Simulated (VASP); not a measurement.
Zn: single point with PBEsol

Crystal: Zn.

```
Zn
1.0
     0.00000    1.92921    1.92921
     1.92921    0.00000    1.92921
     1.92921    1.92921    0.00000
Zn
1
Direct
  0.00000 0.00000 0.00000
```

```yaml
Program: VASP 6.6.1
Task: single point
Functional: PBEsol
Potentials_or_basis: VASP PAW PBE potentials, release 64 (Zn)
Cutoff: 520 eV
k_mesh: 13 × 13 × 13
Occupations: fermi-dirac, width 0.15 eV
Spin: no spin polarisation
Dipole_correction: no
Further_INCAR_settings: ALGO = Normal; EDIFF = 1e-07; NBANDS = 12
```

| Property | Result |
| --- | --- |
| Pressure | -0.8 GPa |
| Band gap on the k mesh | zero (band 6 reaches 4.39 eV, above the bottom of band 7 at 2.21 eV) |

Levels at points of the mesh, in eV from the Fermi level:
```csv
k point,band 4,band 5,band 6,band 7,band 8,band 9
"(0.00, 0.00, 0.00)",-7.74,-7.32,-7.32,19.01,19.01,19.01
```

Run time: 15 s on 1 thread of Intel Xeon 8259CL, on a shared host, peak memory 0.13 GiB.

Caveat: the PAW data sets were made with another functional, which shifts forces and pressure a little.
